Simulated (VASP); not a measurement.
# Rb2CaYF6 (Fm-3m) in VASP: further runs

Rb2CaYF6 is run at these levels: r2SCAN, r2SCAN+D3(BJ); tasks: single point.

Everything below comes from runs of VASP 6.6.1. Logs are shortened: lines on timing, memory, paths and dates and some standing lists are left out, and cuts for length are marked.

**1. The cell of the first run**

Symmetry: Fm-3m, No. 225, cubic system. Conventional cell: a = 8.885 Å, b = 8.885 Å, c = 8.885 Å, α = 90.00°, β = 90.00°, γ = 90.00°. Within 2.9 Å of F (site symmetry 4mm) lie 1 Y at 2.17 Å and 1 Ca at 2.27 Å. Ca (site symmetry m-3m) has 6 F at 2.27 Å within 3.0 Å. Y (site symmetry m-3m) has 6 F at 2.17 Å within 2.9 Å. Within 4.1 Å of Rb (site symmetry -43m) lie 12 F at 3.14 Å and 4 Ca at 3.85 Å and 4 Y at 3.85 Å.

**2. Single point, r2SCAN**

POSCAR

```
Rb2CaYF6
1.0
    0.0000000000      4.4423930000      4.4423930000
    4.4423930000      0.0000000000      4.4423930000
    4.4423930000      4.4423930000      0.0000000000
F Ca Y Rb
6 1 1 2
Direct
    0.7560000000      0.2440000000      0.2440000000
    0.2440000000      0.7560000000      0.2440000000
    0.2440000000      0.7560000000      0.7560000000
    0.7560000000      0.2440000000      0.7560000000
    0.2440000000      0.2440000000      0.7560000000
    0.7560000000      0.7560000000      0.2440000000
    0.5000000000      0.5000000000      0.5000000000
    0.0000000000      0.0000000000      0.0000000000
    0.2500000000      0.2500000000      0.2500000000
    0.7500000000      0.7500000000      0.7500000000
```

INCAR.step1

```
SYSTEM = Rb2CaYF6
  ALGO = Normal
  EDIFF = 1E-4
  ENCUT = 520
  GGA = PE
  ISMEAR = -1
  LASPH = .TRUE.
  LCHARG = .FALSE.
  LREAL = .FALSE.
  LWAVE = .TRUE.
  NBANDS = 52
  NELM = 80
  PREC = Accurate
  SIGMA = 0.1
```

INCAR.step2

```
SYSTEM = Rb2CaYF6
  ALGO = Normal
  EDIFF = 1E-6
  ENCUT = 520
  ISIF = 2
  ISMEAR = -1
  ISTART = 1
  LASPH = .TRUE.
  LCHARG = .FALSE.
  LMIXTAU = .TRUE.
  LREAL = .FALSE.
  LWAVE = .FALSE.
  METAGGA = R2SCAN
  NBANDS = 52
  NELM = 80
  PREC = Accurate
  SIGMA = 0.1
```

KPOINTS

```
k-points
0
G
  4 4 4
  0 0 0
```

Potentials or basis: VASP PAW PBE potentials, release 64 (F, Ca_sv, Y_sv, Rb_sv).

Run with:

```console
$ cat potpaw_PBE.64/F/POTCAR potpaw_PBE.64/Ca_sv/POTCAR potpaw_PBE.64/Y_sv/POTCAR potpaw_PBE.64/Rb_sv/POTCAR > POTCAR
$ cp INCAR.step1 INCAR
$ mpirun -np 1 vasp_std > vasp.out
$ cp INCAR.step2 INCAR
$ mpirun -np 1 vasp_std > vasp.out
```

OUTCAR:

```text
SYSTEM = Rb2CaYF6
   EDIFF = 1E-6
   ENCUT = 520
   ISIF = 2
   ISMEAR = -1
   ISTART = 1
   LASPH = .TRUE.
   LREAL = .FALSE.
   METAGGA = R2SCAN
   NELM = 80
   PREC = Accurate

 ion  position               nearest neighbor table
   1  0.756  0.244  0.244-   8 2.17   7 2.27  10 3.14  10 3.14   9 3.14   9 3.14
   2  0.244  0.756  0.244-   8 2.17   7 2.27  10 3.14  10 3.14   9 3.14   9 3.14
   3  0.244  0.756  0.756-   8 2.17   7 2.27  10 3.14  10 3.14   9 3.14   9 3.14
   4  0.756  0.244  0.756-   8 2.17   7 2.27  10 3.14  10 3.14   9 3.14   9 3.14
   5  0.244  0.244  0.756-   8 2.17   7 2.27  10 3.14  10 3.14   9 3.14   9 3.14
   6  0.756  0.756  0.244-   8 2.17   7 2.27  10 3.14  10 3.14   9 3.14   9 3.14
   7  0.500  0.500  0.500-   1 2.27   2 2.27   3 2.27   4 2.27   5 2.27   6 2.27   9 3.85  10 3.85
                             9 3.85   9 3.85   9 3.85  10 3.85  10 3.85  10 3.85
   8  0.000  0.000  0.000-   1 2.17   2 2.17   3 2.17   4 2.17   5 2.17   6 2.17   9 3.85  10 3.85
                            10 3.85  10 3.85  10 3.85   9 3.85   9 3.85   9 3.85
   9  0.250  0.250  0.250-   1 3.14   4 3.14   6 3.14   2 3.14   3 3.14   6 3.14   3 3.14   4 3.14
                             5 3.14   1 3.14   2 3.14   5 3.14   7 3.85   8 3.85   8 3.85   8 3.85
  10  0.750  0.750  0.750-   3 3.14   4 3.14   6 3.14   1 3.14   2 3.14   6 3.14   1 3.14   4 3.14
                             5 3.14   2 3.14   3 3.14   5 3.14   8 3.85   7 3.85   7 3.85   8 3.85

  LATTYP: Found a face centered cubic cell.
 ALAT       =     8.8847860000

  Lattice vectors:

 A1 = (   0.0000000000,   4.4423930000,   4.4423930000)
 A2 = (   4.4423930000,   0.0000000000,   4.4423930000)
 A3 = (   4.4423930000,   4.4423930000,   0.0000000000)

Analysis of symmetry for initial positions (statically):
=====================================================================
 Subroutine PRICEL returns:
 Original cell was already a primitive cell.

 Routine SETGRP: Setting up the symmetry group for a
 face centered cubic supercell.

 Subroutine GETGRP returns: Found 48 space group operations
 (whereof 48 operations were pure point group operations)
 out of a pool of 48 trial point group operations.

The static configuration has the point symmetry O_h .

Analysis of symmetry for dynamics (positions and initial velocities):
=====================================================================
 Subroutine PRICEL returns:
 Original cell was already a primitive cell.

 Routine SETGRP: Setting up the symmetry group for a
 face centered cubic supercell.

 Subroutine GETGRP returns: Found 48 space group operations
 (whereof 48 operations were pure point group operations)
 out of a pool of 48 trial point group operations.

The dynamic configuration has the point symmetry O_h .

 Subroutine INISYM returns: Found 48 space group operations
 (whereof 48 operations are pure point group operations),
 and found     1 'primitive' translations

----------------------------------------------------------------------------------------

                                     Primitive cell

  volume of cell :     175.3400

  direct lattice vectors                    reciprocal lattice vectors
     0.000000000  4.442393000  4.442393000    -0.112551951  0.112551951  0.112551951
     4.442393000  0.000000000  4.442393000     0.112551951 -0.112551951  0.112551951
     4.442393000  4.442393000  0.000000000     0.112551951  0.112551951 -0.112551951

  length of vectors
     6.282492430  6.282492430  6.282492430     0.194945698  0.194945698  0.194945698

  position of ions in fractional coordinates (direct lattice)
     0.756000000  0.244000000  0.244000000
     0.244000000  0.756000000  0.244000000
     0.244000000  0.756000000  0.756000000
     0.756000000  0.244000000  0.756000000
     0.244000000  0.244000000  0.756000000
     0.756000000  0.756000000  0.244000000
     0.500000000  0.500000000  0.500000000
     0.000000000  0.000000000  0.000000000
     0.250000000  0.250000000  0.250000000
     0.750000000  0.750000000  0.750000000

  ion indices of the primitive-cell ions
   primitive index   ion index
                 1           1
                 2           2
                 3           3
                 4           4
                 5           5
                 6           6
                 7           7
                 8           8
                 9           9
                10          10

----------------------------------------------------------------------------------------

 KPOINTS: k-points

Automatic generation of k-mesh.
 Grid dimensions read from file:
 generate k-points for:    4    4    4

 Generating k-lattice:

  Cartesian coordinates                     Fractional coordinates (reciprocal lattice)
    -0.028137988  0.028137988  0.028137988     0.250000000  0.000000000  0.000000000
     0.028137988 -0.028137988  0.028137988     0.000000000  0.250000000  0.000000000
[... 88 lines left out ...]

 E-fermi :   6.1233     XC(G=0):  -9.5967

 val. band max:        6.1214700176   @ k =   0.0000   0.0000   0.0000
 cond. band min:       6.2637529405   @ k =   0.2500   0.2500   0.0000
 fundamental gap:      0.1422829229
 Fermi energy:         6.1232971923

 k-point     1 :       0.0000    0.0000    0.0000
  band No.  band energies     occupation
      1     -41.3439      2.00000
      2     -39.6113      2.00000
      3     -25.8442      2.00000
      4     -25.7950      2.00000
      5     -24.0852      2.00000
      6     -24.0852      2.00000
[... 44 lines left out ...]
     51       7.9011      0.00000
     52       7.9011      0.00000

 k-point     2 :       0.2500    0.0000    0.0000
  band No.  band energies     occupation
      1     -41.3438      2.00000
      2     -39.6113      2.00000
      3     -25.8358      2.00000
      4     -25.7996      2.00000
      5     -24.0501      2.00000
      6     -24.0394      2.00000
[... 44 lines left out ...]
     51       8.2952      0.00000
     52       8.2952      0.00000

 k-point     3 :       0.5000    0.0000    0.0000
  band No.  band energies     occupation
      1     -41.3438      2.00000
      2     -39.6113      2.00000
      3     -25.8169      2.00000
      4     -25.8148      2.00000
      5     -24.0030      2.00000
      6     -23.9786      2.00000
[... 44 lines left out ...]
     51       8.2490      0.00000
     52       8.2490      0.00000

 k-point     4 :       0.2500    0.2500    0.0000
  band No.  band energies     occupation
      1     -41.3438      2.00000
      2     -39.6113      2.00000
      3     -25.8348      2.00000
      4     -25.7994      2.00000
      5     -24.0879      2.00000
      6     -24.0879      2.00000
[... 44 lines left out ...]
     51       8.7199      0.00000
     52       8.7199      0.00000

 k-point     5 :       0.5000    0.2500    0.0000
  band No.  band energies     occupation
      1     -41.3438      2.00000
      2     -39.6113      2.00000
      3     -25.8222      2.00000
      4     -25.8083      2.00000
      5     -24.0488      2.00000
      6     -24.0423      2.00000
[... 44 lines left out ...]
     51       8.2967      0.00000
     52       8.9066      0.00000

 k-point     6 :      -0.2500    0.2500    0.0000
  band No.  band energies     occupation
      1     -41.3438      2.00000
      2     -39.6113      2.00000
      3     -25.8247      2.00000
      4     -25.8070      2.00000
      5     -24.0847      2.00000
      6     -23.9953      2.00000
[... 44 lines left out ...]
     51       8.0489      0.00000
     52       8.5334      0.00000

 k-point     7 :       0.5000    0.5000    0.0000
  band No.  band energies     occupation
      1     -41.3438      2.00000
      2     -39.6113      2.00000
      3     -25.8255      2.00000
      4     -25.8037      2.00000
      5     -24.0904      2.00000
      6     -24.0904      2.00000
[... 44 lines left out ...]
     51       8.7449      0.00000
     52       9.2338      0.00000

 k-point     8 :      -0.2500    0.5000    0.2500
  band No.  band energies     occupation
      1     -41.3438      2.00000
      2     -39.6113      2.00000
      3     -25.8147      2.00000
      4     -25.8147      2.00000
      5     -24.0816      2.00000
      6     -24.0816      2.00000
[... 44 lines left out ...]
     51       8.6175      0.00000
     52       8.6175      0.00000

------------------------ aborting loop because EDIFF is reached ----------------------------------------

  FORCE on cell =-STRESS in cart. coord.  units (eV):
  Direction    XX          YY          ZZ          XY          YZ          ZX
  --------------------------------------------------------------------------------------
  -------------------------------------------------------------------------------------
  Total        5.2452447      5.2452447      5.2452447      0.0000000      0.0000000     -0.0000000
  in kB       47.9286736     47.9286736     47.9286736      0.0000000      0.0000000     -0.0000000
  external PRESSURE =      47.9286736 kB  Pullay stress =       0.0000000 kB

 VOLUME and BASIS-vectors are now :
 -----------------------------------------------------------------------------
  energy-cutoff  :      520.00
  volume of cell :      175.34
      direct lattice vectors                 reciprocal lattice vectors
     0.000000000  4.442393000  4.442393000    -0.112551951  0.112551951  0.112551951
     4.442393000  0.000000000  4.442393000     0.112551951 -0.112551951  0.112551951
     4.442393000  4.442393000  0.000000000     0.112551951  0.112551951 -0.112551951

 POSITION                                       TOTAL-FORCE (eV/Angst)
 -----------------------------------------------------------------------------------
      2.16789      4.44239      4.44239         0.473413     -0.000000      0.000000
      4.44239      2.16789      4.44239        -0.000000      0.473413      0.000000
      6.71690      4.44239      4.44239        -0.473413     -0.000000      0.000000
      4.44239      6.71690      4.44239        -0.000000     -0.473413      0.000000
      4.44239      4.44239      2.16789        -0.000000     -0.000000      0.473413
      4.44239      4.44239      6.71690        -0.000000     -0.000000     -0.473413
      4.44239      4.44239      4.44239        -0.000000     -0.000000      0.000000
      0.00000      0.00000      0.00000        -0.000000     -0.000000      0.000000
      2.22120      2.22120      2.22120        -0.000000      0.000000      0.000000
      6.66359      6.66359      6.66359        -0.000000      0.000000      0.000000
 -----------------------------------------------------------------------------------
    total drift:                                0.000000      0.000000      0.000000

  FREE ENERGIE OF THE ION-ELECTRON SYSTEM (eV)
  ---------------------------------------------------
  free  energy   TOTEN  =      -108.5467921320 eV

  energy  without entropy=     -108.4375451486  energy(sigma->0) =     -108.49216864
```

It took 7.8 min on 1 thread of Intel Xeon Platinum 8259CL at 2.50GHz (Skylake/Cascade Lake), shared host; peak memory 0.42 GiB.

Results:

```
Free energy            : -108.5468 eV
Pressure               : 4.8 GPa
Largest force          : 0.473 eV/Å
Band gap on the k mesh : zero (an odd number of electrons rules out a gap without spin polarisation)
```

Forces on the atoms (eV/Å):
```
F    0.473  0.000  0.000
F    0.000  0.473  0.000
F   -0.473  0.000  0.000
F    0.000 -0.473  0.000
F    0.000  0.000  0.473
F    0.000  0.000 -0.473
Ca   0.000  0.000  0.000
Y    0.000  0.000  0.000
Rb   0.000  0.000  0.000
Rb   0.000  0.000  0.000
```

Caveat: the cell stands under pressure; the PAW data sets were made with another functional, which shifts forces and pressure a little; an odd number of electrons without spin polarisation forces a metal; a magnetic or distorted state may lie lower.

**3. Single point, r2SCAN**

POSCAR is that of step 2.

INCAR.step1

```
SYSTEM = Rb2CaYF6
ALGO = Normal
EDIFF = 1E-4
ENCUT = 520
GGA = PE
ISMEAR = -1
LASPH = .True.
LCHARG = .False.
LREAL = .False.
LWAVE = .True.
NBANDS = 52
NELM = 80
PREC = Accurate
SIGMA = 0.15
```

INCAR.step2

```
SYSTEM = Rb2CaYF6
ALGO = Normal
EDIFF = 1E-6
ENCUT = 520
ISIF = 2
ISMEAR = -1
ISTART = 1
LASPH = .True.
LCHARG = .False.
LMIXTAU = .True.
LREAL = .False.
LWAVE = .False.
METAGGA = R2SCAN
NBANDS = 52
NELM = 80
PREC = Accurate
SIGMA = 0.15
```

KPOINTS

```
k-points
0
Gamma
  4 4 4
  0 0 0
```

Potentials or basis: VASP PAW PBE potentials, release 64 (F, Ca_sv, Y_sv, Rb_sv).

Run with:

```console
$ cat potpaw_PBE.64/F/POTCAR potpaw_PBE.64/Ca_sv/POTCAR potpaw_PBE.64/Y_sv/POTCAR potpaw_PBE.64/Rb_sv/POTCAR > POTCAR
$ cp INCAR.step1 INCAR
$ mpirun -np 1 vasp_std > vasp.out
$ cp INCAR.step2 INCAR
$ mpirun -np 1 vasp_std > vasp.out
```

Wall time 8.2 min (1 thread of Intel Xeon Platinum 8259CL at 2.50GHz (Skylake/Cascade Lake), shared host); peak memory 0.41 GiB.

The run converged. Its results:

```yaml
Free_energy: -108.6114 eV
Pressure: 4.8 GPa
Largest_force: 0.521 eV/Å
Band_gap_on_the_k_mesh: zero (an odd number of electrons rules out a gap without spin polarisation)
```

Forces in eV/Å, atoms in the order of the input:
```
F    0.521  0.000  0.000
F    0.000  0.521  0.000
F   -0.521  0.000  0.000
F    0.000 -0.521  0.000
F    0.000  0.000  0.521
F    0.000  0.000 -0.521
Ca   0.000  0.000  0.000
Y    0.000  0.000  0.000
Rb   0.000  0.000  0.000
Rb   0.000  0.000  0.000
```

Levels at points of the mesh, in eV from the Fermi level:
| k point | band 37 | band 38 | band 39 | band 40 | band 41 | band 42 | band 43 | band 44 |
| --- | --- | --- | --- | --- | --- | --- | --- | --- |
| (0.00, 0.00, 0.00) | -9.33 | -9.12 | -9.12 | -9.12 | -1.53 | 0.10 | 0.10 | 0.10 |
| (0.50, 0.00, 0.00) | -9.38 | -9.34 | -9.34 | -9.29 | 0.51 | 0.59 | 0.60 | 0.60 |
| (0.50, 0.50, 0.00) | -9.53 | -9.39 | -9.39 | -9.13 | 0.40 | 0.56 | 0.69 | 0.69 |

Caveat: the cell stands under pressure; the PAW data sets were made with another functional, which shifts forces and pressure a little; an odd number of electrons without spin polarisation forces a metal; a magnetic or distorted state may lie lower.

**4. Single point, r2SCAN+D3(BJ)**

POSCAR is that of step 3.

INCAR.step1

```
ALGO     = Normal         # electronic algorithm
EDIFF    = 1E-4           # SCF threshold, eV
ENCUT    = 520            # plane-wave cutoff, eV
GGA      = PE             # functional
ISMEAR   = -1             # smearing method
LASPH    = T              # aspherical terms in the spheres
LCHARG   = F              # write CHGCAR
LREAL    = F              # projectors in reciprocal space
LWAVE    = T              # write WAVECAR
NBANDS   = 52             # bands
NELM     = 100            # most SCF steps
PREC     = Accurate       # precision mode
SIGMA    = 0.1            # smearing width, eV
```

INCAR.step2

```
ALGO     = Normal         # electronic algorithm
EDIFF    = 1E-7           # SCF threshold, eV
ENCUT    = 520            # plane-wave cutoff, eV
ISIF     = 2              # what is computed and relaxed
ISMEAR   = -1             # smearing method
ISTART   = 1            
IVDW     = 12             # dispersion correction
LASPH    = T              # aspherical terms in the spheres
LCHARG   = T              # write CHGCAR
LELF     = T              # ELF
LMIXTAU  = T            
LREAL    = F              # projectors in reciprocal space
LVHAR    = T            
LWAVE    = F              # write WAVECAR
METAGGA  = R2SCAN         # meta-GGA
NBANDS   = 52             # bands
NELM     = 100            # most SCF steps
PREC     = Accurate       # precision mode
SIGMA    = 0.1            # smearing width, eV
VDW_A1   = 0.49484001   
VDW_A2   = 5.73083694   
VDW_S6   = 1.0          
VDW_S8   = 0.78981345
```

KPOINTS

```
k-points
0
Gamma
  4 4 4
```

Run with:

```console
$ cat potpaw_PBE.64/F/POTCAR potpaw_PBE.64/Ca_sv/POTCAR potpaw_PBE.64/Y_sv/POTCAR potpaw_PBE.64/Rb_sv/POTCAR > POTCAR
$ cp INCAR.step1 INCAR
$ mpirun -np 1 vasp_std > vasp.out
$ cp INCAR.step2 INCAR
$ mpirun -np 1 vasp_std > vasp.out
```

Wall time 11 min (1 thread of Intel Xeon Platinum 8259CL at 2.50GHz (Skylake/Cascade Lake), shared host); peak memory 0.42 GiB.

The run converged. Its results:

```
Free energy                : -109.2677 eV
Pressure                   : 4.1 GPa
Largest force              : 0.474 eV/Å
Band gap on the k mesh     : zero (an odd number of electrons rules out a gap without spin polarisation)
Dispersion energy per atom : -0.072 eV
```

Forces on the atoms (eV/Å):
```
F    0.474  0.000  0.000
F    0.000  0.474  0.000
F   -0.474  0.000  0.000
F    0.000 -0.474  0.000
F    0.000  0.000  0.474
F    0.000  0.000 -0.474
Ca   0.000  0.000  0.000
Y    0.000  0.000  0.000
Rb   0.000  0.000  0.000
Rb   0.000  0.000  0.000
```

Levels at points of the mesh, in eV from the Fermi level:
```tsv
k point	band 37	band 38	band 39	band 40	band 41	band 42	band 43	band 44
(0.00, 0.00, 0.00)	-9.40	-9.19	-9.19	-9.19	-1.59	0.00	0.00	0.00
(0.50, 0.00, 0.00)	-9.45	-9.42	-9.42	-9.36	0.44	0.49	0.49	0.53
(0.50, 0.50, 0.00)	-9.61	-9.47	-9.47	-9.20	0.30	0.49	0.58	0.58
```

Caveat: three body term missing; the cell stands under pressure; the PAW data sets were made with another functional, which shifts forces and pressure a little; an odd number of electrons without spin polarisation forces a metal; a magnetic or distorted state may lie lower.

**5. Overview**

```csv
level,smearing,gap on the mesh (eV),pressure (GPa),largest force (eV/Å)
r2SCAN,fermi-dirac 0.1 eV,none,4.8,0.47
r2SCAN,fermi-dirac 0.15 eV,none,4.8,0.52
r2SCAN+D3(BJ),fermi-dirac 0.1 eV,none,4.1,0.47
```

Alike in all rows: task single point; potentials or basis VASP PAW PBE potentials, release 64 (F, Ca_sv, Y_sv, Rb_sv); no spin polarisation; cell as given; k mesh 4 × 4 × 4; cutoff (eV) 520.

The pressure there spans 4.1 GPa (r2SCAN+D3(BJ)) to 4.8 GPa (r2SCAN); a positive pressure means that this level wants a larger cell, a negative one a smaller.

Caveats: the cell stands under pressure; the PAW data sets were made with another functional, which shifts forces and pressure a little; an odd number of electrons without spin polarisation forces a metal; a magnetic or distorted state may lie lower; three body term missing (at least some runs).

Absolute energies hang on the potentials; compare differences alone.

The gap in the log of VASP goes by the Fermi energy; the results here count the filled bands.